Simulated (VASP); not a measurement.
# HgTe (Fm-3m) in VASP: further runs, part 2 of 3

VASP 6.6.1. The steps go on from the part before.

### Step 4. Single point, PBE

This run uses another cell than the first one, of 32.35 Å³/atom, 1.138 times its volume.

Input file INCAR:

```
PREC     = Accurate       # precision mode
ENCUT    = 500            # plane-wave cutoff, eV
EDIFF    = 1E-6           # SCF threshold, eV
ISMEAR   = 0              # smearing method
SIGMA    = 0.05           # smearing width, eV
LREAL    = False          # projectors in reciprocal space
LASPH    = True           # aspherical terms in the spheres
NELM     = 120            # most SCF steps
ALGO     = Normal         # electronic algorithm
ISIF     = 2              # what is computed and relaxed
LWAVE    = False          # write WAVECAR
LCHARG   = False          # write CHGCAR
GGA      = PE             # functional
NBANDS   = 16             # bands
GGA_COMPAT= False
```

Input file KPOINTS:

```
regular mesh
0
Gamma
  6 6 6
```

Input file POSCAR:

```
HgTe
1.0
    0.0000000000      3.1864861493      3.1864861493
    3.1864861493      0.0000000000      3.1864861493
    3.1864861493      3.1864861493      0.0000000000
Hg Te
1 1
Direct
    0.0000000000      0.0000000000      0.0000000000
    0.5000000000      0.5000000000      0.5000000000
```

Potentials or basis: VASP PAW PBE potentials, release 64 (Hg, Te).

On the command line:

```sh
> cat potpaw_PBE.64/Hg/POTCAR potpaw_PBE.64/Te/POTCAR > POTCAR
> mpirun -np 1 vasp_std > vasp.out
```

OUTCAR:

```text
PREC = Accurate
   ENCUT = 500
   EDIFF = 1E-6
   ISMEAR = 0
   LREAL = False
   LASPH = True
   NELM = 120
   ISIF = 2
   GGA = PE

 ion  position               nearest neighbor table
   1  0.000  0.000  0.000-   2 3.19   2 3.19   2 3.19   2 3.19   2 3.19   2 3.19
   2  0.500  0.500  0.500-   1 3.19   1 3.19   1 3.19   1 3.19   1 3.19   1 3.19

  LATTYP: Found a face centered cubic cell.
 ALAT       =     6.3729722986

  Lattice vectors:

 A1 = (   0.0000000000,   3.1864861493,   3.1864861493)
 A2 = (   3.1864861493,   0.0000000000,   3.1864861493)
 A3 = (   3.1864861493,   3.1864861493,   0.0000000000)

Analysis of symmetry for initial positions (statically):
=====================================================================
 Subroutine PRICEL returns:
 Original cell was already a primitive cell.

 Routine SETGRP: Setting up the symmetry group for a
 face centered cubic supercell.

 Subroutine GETGRP returns: Found 48 space group operations
 (whereof 48 operations were pure point group operations)
 out of a pool of 48 trial point group operations.

The static configuration has the point symmetry O_h .

Analysis of symmetry for dynamics (positions and initial velocities):
=====================================================================
 Subroutine PRICEL returns:
 Original cell was already a primitive cell.

 Routine SETGRP: Setting up the symmetry group for a
 face centered cubic supercell.

 Subroutine GETGRP returns: Found 48 space group operations
 (whereof 48 operations were pure point group operations)
 out of a pool of 48 trial point group operations.

The dynamic configuration has the point symmetry O_h .

 Subroutine INISYM returns: Found 48 space group operations
 (whereof 48 operations are pure point group operations),
 and found     1 'primitive' translations

----------------------------------------------------------------------------------------

                                     Primitive cell

  volume of cell :      64.7092

  direct lattice vectors                    reciprocal lattice vectors
     0.000000000  3.186486149  3.186486149    -0.156912654  0.156912654  0.156912654
     3.186486149  0.000000000  3.186486149     0.156912654 -0.156912654  0.156912654
     3.186486149  3.186486149  0.000000000     0.156912654  0.156912654 -0.156912654

  length of vectors
     4.506371929  4.506371929  4.506371929     0.271780690  0.271780690  0.271780690

  position of ions in fractional coordinates (direct lattice)
     0.000000000  0.000000000  0.000000000
     0.500000000  0.500000000  0.500000000

  ion indices of the primitive-cell ions
   primitive index   ion index
                 1           1
                 2           2

----------------------------------------------------------------------------------------

 KPOINTS: regular mesh

Automatic generation of k-mesh.
 Grid dimensions read from file:
 generate k-points for:    6    6    6

 Generating k-lattice:

  Cartesian coordinates                     Fractional coordinates (reciprocal lattice)
    -0.026152109  0.026152109  0.026152109     0.166666667  0.000000000  0.000000000
     0.026152109 -0.026152109  0.026152109     0.000000000  0.166666667  0.000000000
     0.026152109  0.026152109 -0.026152109     0.000000000  0.000000000  0.166666667

  Length of vectors
     0.045296782  0.045296782  0.045296782

  Shift w.r.t. Gamma in fractional coordinates (k-lattice)
     0.000000000  0.000000000  0.000000000

 Subroutine IBZKPT returns following result:
 ===========================================

 Found     16 irreducible k-points:

 Following reciprocal coordinates:
            Coordinates               Weight
  0.000000  0.000000  0.000000      1.000000
  0.166667  0.000000  0.000000      8.000000
  0.333333  0.000000  0.000000      8.000000
  0.500000  0.000000  0.000000      4.000000
  0.166667  0.166667  0.000000      6.000000
  0.333333  0.166667  0.000000     24.000000
[... 8 lines left out ...]
 -0.333333  0.333333  0.166667     24.000000
 -0.333333  0.500000  0.166667     12.000000
   k-points           NKPTS =     16   k-points in BZ     NKDIM =     16   number of bands    NBANDS=     16
   number of dos      NEDOS =    301   number of ions     NIONS =      2
   total plane-waves  NPLWV =  46656
   dimension x,y,z NGX =    36 NGY =   36 NGZ =   36
   dimension x,y,z NGXF=    72 NGYF=   72 NGZF=   72
   ions per type =               1   1
   NGX,Y,Z   is equivalent  to a cutoff of  13.28, 13.28, 13.28 a.u.
   NGXF,Y,Z  is equivalent  to a cutoff of  26.56, 26.56, 26.56 a.u.
 SYSTEM =  unknown system
   PREC   = accura    normal or accurate (medium, high low for compatibility)
   ISTART =      0    job   : 0-new  1-cont  2-samecut
   ICHARG =      2    charge: 1-file 2-atom 10-const
   ISPIN  =      1    spin polarized calculation?
   LNONCOLLINEAR =      F non collinear calculations
   LSORBIT =      F    spin-orbit coupling
   LASPH  =      T    aspherical Exc in radial PAW
   ENCUT  =  500.0 eV  36.75 Ry    6.06 a.u.   8.22  8.22  8.22*2*pi/ulx,y,z
   NELM   =    120;   NELMIN=  2; NELMDL= -5     # of ELM steps
   EDIFF  = 0.1E-05   stopping-criterion for ELM
   LREAL  =      F    real-space projection
   EDIFFG = 0.1E-04   stopping-criterion for IOM
   NSW    =      0    number of steps for IOM
   IBRION =     -1    ionic relax: 0-MD 1-quasi-New 2-CG
   NFREE  =      0    steps in history (QN), initial steepest desc. (CG)
   ISIF   =      2    stress and relaxation
   ISYM   =      2    0-nonsym 1-usesym 2-fastsym
   POTIM  = 0.5000    time-step for ionic-motion
   TEBEG  =    0.0;   TEEND  =   0.0 temperature during run
   PSTRESS=    0.0 pullay stress
   NELECT =      18.0000    total number of electrons
   NUPDOWN=      -1.0000    fix difference up-down
   EMIN   =  10.00;   EMAX   =-10.00  energy-range for DOS
   EFERMI =   0.00;   METHOD = LEGACY
   ISMEAR =     0;   SIGMA  =   0.05  broadening in eV -4-tet -1-fermi 0-gaus
   EFERMI_NEDOS =   21; number of points for ismear=-14 and -15
   IALGO  =     38    algorithm
   IMIX   =      4    mixing-type and parameters
     AMIX     =   0.40;   BMIX     =  1.00
     AMIX_MAG =   1.60;   BMIX_MAG =  1.00
  volume/ion in A,a.u.               =      32.35       218.34
  Fermi-wavevector in a.u.,A,eV,Ry     =   1.068670  2.019494 15.538610  1.142056
  Thomas-Fermi vector in A             =   2.204325
   LORBIT       =      0    0 simple, 1 ext, 2 COOP (PROOUT), +10 PAW based schemes
   GGA     = PE    functional components
   LHFCALC =     F    Hartree Fock is set to
   AEXX    =    0.0000 exact exchange contribution
   IVDW    =     0    specifies the selected vdW correction
   LEPSILON=     F    determine dielectric tensor
   LRPA    =     F    only Hartree local field effects (RPA)
 non-spin polarized calculation
 Gauss-broadening in eV      SIGMA  =   0.05
  energy-cutoff  :      500.00
  volume of cell :       64.71
 maximum number of plane-waves:      1676
 NGX is ok and might be reduce to    36
   NGX = 17   NGY = 17   NGZ = 17

 number of electron      17.9999998 magnetization

 Free energy of the ion-electron system (eV)
  ---------------------------------------------------
  ext. energy  EPLUGINS =         0.00000000
  ---------------------------------------------------
  free energy    TOTEN  =        -3.28975041 eV

  energy without entropy =       -3.28634876  energy(sigma->0) =       -3.28804958

 E-fermi :   3.0523     XC(G=0):  -9.2528

 val. band max:        2.9678126081   @ k =   0.3333   0.0000   0.0000
 cond. band min:       3.0603013683   @ k =  -0.3333   0.1667   0.0000
 fundamental gap:      0.0924887601
 Fermi energy:         3.0522698908

 k-point     1 :       0.0000    0.0000    0.0000
  band No.  band energies     occupation
      1      -8.2121      2.00000
      2      -3.2248      2.00000
      3      -3.2248      2.00000
      4      -3.1743      2.00000
      5      -3.1743      2.00000
      6      -3.1743      2.00000
[... 8 lines left out ...]
     15      10.5852      0.00000
     16      10.5852      0.00000
[... 267 lines left out ...]
 k-point    16 :      -0.3333    0.5000    0.1667
  band No.  band energies     occupation
      1      -7.3744      2.00000
      2      -3.3005      2.00000
      3      -3.2242      2.00000
      4      -3.1018      2.00000
      5      -3.0082      2.00000
      6      -2.7322      2.00000
[... 8 lines left out ...]
     15      13.7803      0.00000
     16      15.4191      0.00000

------------------------ aborting loop because EDIFF is reached ----------------------------------------

  FORCE on cell =-STRESS in cart. coord.  units (eV):
  Direction    XX          YY          ZZ          XY          YZ          ZX
  --------------------------------------------------------------------------------------
  -------------------------------------------------------------------------------------
  Total       -1.5727757     -1.5727757     -1.5727757      0.0000000     -0.0000000      0.0000000
  in kB      -38.9413730    -38.9413730    -38.9413730      0.0000000     -0.0000000      0.0000000
  external PRESSURE =     -38.9413730 kB  Pullay stress =       0.0000000 kB

 VOLUME and BASIS-vectors are now :
 -----------------------------------------------------------------------------
  energy-cutoff  :      500.00
  volume of cell :       64.71
      direct lattice vectors                 reciprocal lattice vectors
     0.000000000  3.186486149  3.186486149    -0.156912654  0.156912654  0.156912654
     3.186486149  0.000000000  3.186486149     0.156912654 -0.156912654  0.156912654
     3.186486149  3.186486149  0.000000000     0.156912654  0.156912654 -0.156912654

 POSITION                                       TOTAL-FORCE (eV/Angst)
 -----------------------------------------------------------------------------------
      0.00000      0.00000      0.00000         0.000000      0.000000      0.000000
      3.18649      3.18649      3.18649         0.000000      0.000000     -0.000000
 -----------------------------------------------------------------------------------
    total drift:                               -0.000000      0.000000      0.000000

  FREE ENERGIE OF THE ION-ELECTRON SYSTEM (eV)
  ---------------------------------------------------
  free  energy   TOTEN  =        -3.2897504098 eV

  energy  without entropy=       -3.2863487597  energy(sigma->0) =       -3.28804958
```

It took 29 s on 1 thread of Intel Xeon 8259CL, shared host; peak memory 0.2 GiB.

What came out:

```
Free energy            : -3.2898 eV
Pressure               : -3.9 GPa
Band gap on the k mesh : zero (band 9 reaches 3.17 eV, above the bottom of band 10 at 1.23 eV)
```

Caveat: spin-orbit coupling is left out, which moves the levels of the heavy elements.

(Continued in part 3 of 3.)
